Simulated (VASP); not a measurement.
# ZrN (Fm-3m) in VASP: single point with PBE

Aim: the single point of ZrN with PBE.

All numbers are computed with VASP 6.6.1; they aren't measurements. Logs are shortened: lines on timing, memory, paths and dates and some standing lists are left out, and cuts for length are marked.

## (1) The cell of the first run

It takes space group Fm-3m (No. 225, cubic). Conventional cell: a = 4.568 Å, b = 4.568 Å, c = 4.568 Å, α = 90.00°, β = 90.00°, γ = 90.00°. Zr (site symmetry m-3m) has 6 N at 2.28 Å within 3.0 Å. Within 3.0 Å of N (site symmetry m-3m) lie 6 Zr at 2.28 Å.

## (2) Single point, PBE

Input file INCAR:

```
SYSTEM = ZrN
ALGO = Normal
EDIFF = 1E-6
ENCUT = 600
GGA = PE
GGA_COMPAT = .False.
ISIF = 2
ISMEAR = 0
LASPH = .True.
LCHARG = .False.
LREAL = .False.
LWAVE = .False.
NBANDS = 16
NELM = 120
PREC = Accurate
SIGMA = 0.05
```

Input file KPOINTS:

```
k-points
0
Gamma
  6 6 6
  0 0 0
```

Input file POSCAR:

```
ZrN
1.0
    0.0000000000      2.2842273067      2.2842273067
    2.2842273067      0.0000000000      2.2842273067
    2.2842273067      2.2842273067      0.0000000000
Zr N
1 1
Direct
    0.5000000000      0.5000000000      0.5000000000
    0.0000000000      0.0000000000      0.0000000000
```

Potentials or basis: VASP PAW PBE potentials, release 64 (Zr_sv, N).

Started as:

```
cat potpaw_PBE.64/Zr_sv/POTCAR potpaw_PBE.64/N/POTCAR > POTCAR
mpirun -np 1 vasp_std > vasp.out
```

OUTCAR:

```text
SYSTEM = ZrN
   EDIFF = 1E-6
   ENCUT = 600
   GGA = PE
   ISIF = 2
   ISMEAR = 0
   LASPH = .True.
   LREAL = .False.
   NELM = 120
   PREC = Accurate

 ion  position               nearest neighbor table
   1  0.500  0.500  0.500-   2 2.28   2 2.28   2 2.28   2 2.28   2 2.28   2 2.28
   2  0.000  0.000  0.000-   1 2.28   1 2.28   1 2.28   1 2.28   1 2.28   1 2.28

  LATTYP: Found a face centered cubic cell.
 ALAT       =     4.5684546134

  Lattice vectors:

 A1 = (   0.0000000000,   2.2842273067,   2.2842273067)
 A2 = (   2.2842273067,   0.0000000000,   2.2842273067)
 A3 = (   2.2842273067,   2.2842273067,   0.0000000000)

Analysis of symmetry for initial positions (statically):
=====================================================================
 Subroutine PRICEL returns:
 Original cell was already a primitive cell.

 Routine SETGRP: Setting up the symmetry group for a
 face centered cubic supercell.

 Subroutine GETGRP returns: Found 48 space group operations
 (whereof 48 operations were pure point group operations)
 out of a pool of 48 trial point group operations.

The static configuration has the point symmetry O_h .

Analysis of symmetry for dynamics (positions and initial velocities):
=====================================================================
 Subroutine PRICEL returns:
 Original cell was already a primitive cell.

 Routine SETGRP: Setting up the symmetry group for a
 face centered cubic supercell.

 Subroutine GETGRP returns: Found 48 space group operations
 (whereof 48 operations were pure point group operations)
 out of a pool of 48 trial point group operations.

The dynamic configuration has the point symmetry O_h .

 Subroutine INISYM returns: Found 48 space group operations
 (whereof 48 operations are pure point group operations),
 and found     1 'primitive' translations

----------------------------------------------------------------------------------------

                                     Primitive cell

  volume of cell :      23.8368

  direct lattice vectors                    reciprocal lattice vectors
     0.000000000  2.284227307  2.284227307    -0.218892401  0.218892401  0.218892401
     2.284227307  0.000000000  2.284227307     0.218892401 -0.218892401  0.218892401
     2.284227307  2.284227307  0.000000000     0.218892401  0.218892401 -0.218892401

  length of vectors
     3.230385237  3.230385237  3.230385237     0.379132760  0.379132760  0.379132760

  position of ions in fractional coordinates (direct lattice)
     0.500000000  0.500000000  0.500000000
     0.000000000  0.000000000  0.000000000

  ion indices of the primitive-cell ions
   primitive index   ion index
                 1           1
                 2           2

----------------------------------------------------------------------------------------

 KPOINTS: k-points

Automatic generation of k-mesh.
 Grid dimensions read from file:
 generate k-points for:    6    6    6

 Generating k-lattice:

  Cartesian coordinates                     Fractional coordinates (reciprocal lattice)
    -0.036482067  0.036482067  0.036482067     0.166666667  0.000000000  0.000000000
     0.036482067 -0.036482067  0.036482067     0.000000000  0.166666667  0.000000000
     0.036482067  0.036482067 -0.036482067     0.000000000  0.000000000  0.166666667

  Length of vectors
     0.063188793  0.063188793  0.063188793

  Shift w.r.t. Gamma in fractional coordinates (k-lattice)
     0.000000000  0.000000000  0.000000000

 Subroutine IBZKPT returns following result:
 ===========================================

 Found     16 irreducible k-points:

 Following reciprocal coordinates:
            Coordinates               Weight
  0.000000  0.000000  0.000000      1.000000
  0.166667  0.000000  0.000000      8.000000
  0.333333  0.000000  0.000000      8.000000
  0.500000  0.000000  0.000000      4.000000
  0.166667  0.166667  0.000000      6.000000
  0.333333  0.166667  0.000000     24.000000
[... 8 lines left out ...]
 -0.333333  0.333333  0.166667     24.000000
 -0.333333  0.500000  0.166667     12.000000
   k-points           NKPTS =     16   k-points in BZ     NKDIM =     16   number of bands    NBANDS=     16
   number of dos      NEDOS =    301   number of ions     NIONS =      2
   total plane-waves  NPLWV =  21952
   dimension x,y,z NGX =    28 NGY =   28 NGZ =   28
   dimension x,y,z NGXF=    56 NGYF=   56 NGZF=   56
   ions per type =               1   1
   NGX,Y,Z   is equivalent  to a cutoff of  14.41, 14.41, 14.41 a.u.
   NGXF,Y,Z  is equivalent  to a cutoff of  28.82, 28.82, 28.82 a.u.
 SYSTEM =  ZrN
   PREC   = accura    normal or accurate (medium, high low for compatibility)
   ISTART =      0    job   : 0-new  1-cont  2-samecut
   ICHARG =      2    charge: 1-file 2-atom 10-const
   ISPIN  =      1    spin polarized calculation?
   LNONCOLLINEAR =      F non collinear calculations
   LSORBIT =      F    spin-orbit coupling
   LASPH  =      T    aspherical Exc in radial PAW
   ENCUT  =  600.0 eV  44.10 Ry    6.64 a.u.   6.45  6.45  6.45*2*pi/ulx,y,z
   NELM   =    120;   NELMIN=  2; NELMDL= -5     # of ELM steps
   EDIFF  = 0.1E-05   stopping-criterion for ELM
   LREAL  =      F    real-space projection
   EDIFFG = 0.1E-04   stopping-criterion for IOM
   NSW    =      0    number of steps for IOM
   IBRION =     -1    ionic relax: 0-MD 1-quasi-New 2-CG
   NFREE  =      0    steps in history (QN), initial steepest desc. (CG)
   ISIF   =      2    stress and relaxation
   ISYM   =      2    0-nonsym 1-usesym 2-fastsym
   POTIM  = 0.5000    time-step for ionic-motion
   TEBEG  =    0.0;   TEEND  =   0.0 temperature during run
   PSTRESS=    0.0 pullay stress
   NELECT =      17.0000    total number of electrons
   NUPDOWN=      -1.0000    fix difference up-down
   EMIN   =  10.00;   EMAX   =-10.00  energy-range for DOS
   EFERMI =   0.00;   METHOD = LEGACY
   ISMEAR =     0;   SIGMA  =   0.05  broadening in eV -4-tet -1-fermi 0-gaus
   EFERMI_NEDOS =   21; number of points for ismear=-14 and -15
   IALGO  =     38    algorithm
   IMIX   =      4    mixing-type and parameters
     AMIX     =   0.40;   BMIX     =  1.00
     AMIX_MAG =   1.60;   BMIX_MAG =  1.00
  volume/ion in A,a.u.               =      11.92        80.43
  Fermi-wavevector in a.u.,A,eV,Ry     =   1.462655  2.764017 29.107744  2.139359
  Thomas-Fermi vector in A             =   2.578842
   LORBIT       =      0    0 simple, 1 ext, 2 COOP (PROOUT), +10 PAW based schemes
   GGA     = PE    functional components
   LHFCALC =     F    Hartree Fock is set to
   AEXX    =    0.0000 exact exchange contribution
   IVDW    =     0    specifies the selected vdW correction
   LEPSILON=     F    determine dielectric tensor
   LRPA    =     F    only Hartree local field effects (RPA)
 non-spin polarized calculation
 Gauss-broadening in eV      SIGMA  =   0.05
  energy-cutoff  :      600.00
  volume of cell :       23.84
 maximum number of plane-waves:       821
 NGX is ok and might be reduce to    28
   NGX = 13   NGY = 13   NGZ = 13

 number of electron      17.0000000 magnetization

 Free energy of the ion-electron system (eV)
  ---------------------------------------------------
  ext. energy  EPLUGINS =         0.00000000
  ---------------------------------------------------
  free energy    TOTEN  =       -20.39729292 eV

  energy without entropy =      -20.39646060  energy(sigma->0) =      -20.39687676

 E-fermi :  12.2755     XC(G=0): -12.5614

 val. band max:       12.2516738487   @ k =   0.1667   0.0000   0.0000
 cond. band min:      12.4356420467   @ k =   0.1667   0.0000   0.0000
 fundamental gap:      0.1839681980
 Fermi energy:        12.2755200030

 k-point     1 :       0.0000    0.0000    0.0000
  band No.  band energies     occupation
      1     -37.4743      2.00000
      2     -15.0825      2.00000
      3     -15.0825      2.00000
      4     -15.0825      2.00000
      5      -4.1966      2.00000
      6       9.4546      2.00000
[... 8 lines left out ...]
     15      21.2998      0.00000
     16      34.7953      0.00000

 k-point     2 :       0.1667    0.0000    0.0000
  band No.  band energies     occupation
      1     -37.4377      2.00000
      2     -15.4108      2.00000
      3     -15.1070      2.00000
      4     -15.1070      2.00000
      5      -3.6590      2.00000
      6       7.6914      2.00000
[... 8 lines left out ...]
     15      22.9914      0.00000
     16      31.0395      0.00000

 k-point     3 :       0.3333    0.0000    0.0000
  band No.  band energies     occupation
      1     -37.3636      2.00000
      2     -16.0086      2.00000
      3     -15.1554      2.00000
      4     -15.1554      2.00000
      5      -2.5539      2.00000
      6       5.4013      2.00000
[... 8 lines left out ...]
     15      24.6829      0.00000
     16      27.0162      0.00000

 k-point     4 :       0.5000    0.0000    0.0000
  band No.  band energies     occupation
      1     -37.3260      2.00000
      2     -16.2844      2.00000
      3     -15.1793      2.00000
      4     -15.1793      2.00000
      5      -1.9445      2.00000
      6       4.4028      2.00000
[... 8 lines left out ...]
     15      24.4664      0.00000
     16      24.4664      0.00000
[... 172 lines left out ...]
 k-point    14 :       0.5000    0.3333    0.1667
  band No.  band energies     occupation
      1     -37.3150      2.00000
      2     -15.9321      2.00000
      3     -15.4986      2.00000
      4     -15.2913      2.00000
      5      -2.8602      2.00000
      6       5.9327      2.00000
[... 8 lines left out ...]
     15      24.2782      0.00000
     16      25.3246      0.00000

 k-point    15 :      -0.3333    0.3333    0.1667
  band No.  band energies     occupation
      1     -37.2902      2.00000
      2     -15.9573      2.00000
      3     -15.6140      2.00000
      4     -15.3618      2.00000
      5      -2.8036      2.00000
      6       5.9817      2.00000
[... 8 lines left out ...]
     15      23.7751      0.00000
     16      24.8931      0.00000

 k-point    16 :      -0.3333    0.5000    0.1667
  band No.  band energies     occupation
      1     -37.2784      2.00000
      2     -15.8965      2.00000
      3     -15.6033      2.00000
      4     -15.5018      2.00000
      5      -3.2234      2.00000
      6       7.1479      2.00000
[... 8 lines left out ...]
     15      23.0411      0.00000
     16      25.7505      0.00000

------------------------ aborting loop because EDIFF is reached ----------------------------------------

  FORCE on cell =-STRESS in cart. coord.  units (eV):
  Direction    XX          YY          ZZ          XY          YZ          ZX
  --------------------------------------------------------------------------------------
  -------------------------------------------------------------------------------------
  Total        0.6545279      0.6545279      0.6545279      0.0000000     -0.0000000     -0.0000000
  in kB       43.9937281     43.9937281     43.9937281      0.0000000     -0.0000000     -0.0000000
  external PRESSURE =      43.9937281 kB  Pullay stress =       0.0000000 kB

 VOLUME and BASIS-vectors are now :
 -----------------------------------------------------------------------------
  energy-cutoff  :      600.00
  volume of cell :       23.84
      direct lattice vectors                 reciprocal lattice vectors
     0.000000000  2.284227307  2.284227307    -0.218892401  0.218892401  0.218892401
     2.284227307  0.000000000  2.284227307     0.218892401 -0.218892401  0.218892401
     2.284227307  2.284227307  0.000000000     0.218892401  0.218892401 -0.218892401

 POSITION                                       TOTAL-FORCE (eV/Angst)
 -----------------------------------------------------------------------------------
      2.28423      2.28423      2.28423         0.000000     -0.000000     -0.000000
      0.00000      0.00000      0.00000        -0.000000      0.000000      0.000000
 -----------------------------------------------------------------------------------
    total drift:                                0.000000      0.000000      0.000000

  FREE ENERGIE OF THE ION-ELECTRON SYSTEM (eV)
  ---------------------------------------------------
  free  energy   TOTEN  =       -20.3972929150 eV

  energy  without entropy=      -20.3964606015  energy(sigma->0) =      -20.39687676
```

Wall time 18 s (1 thread of Intel Xeon 8259CL, shared host); peak memory 0.16 GiB.

What came out:

* Free energy: -20.3973 eV
* Pressure: 4.4 GPa

Levels at points of the mesh, in eV from the Fermi level:
```tsv
k point	band 6	band 7	band 8	band 9	band 10	band 11	band 12	band 13
(0.00, 0.00, 0.00)	-2.82	-2.82	-2.82	-0.58	-0.58	-0.58	1.43	1.43
(0.50, 0.00, 0.00)	-7.87	-5.90	-5.90	2.90	2.96	2.96	4.64	7.66
(0.50, 0.50, 0.00)	-4.71	-3.70	-3.32	-3.32	3.25	4.43	4.43	4.89
```

Caveat: the k points lie up to 0.40 Å⁻¹ apart.
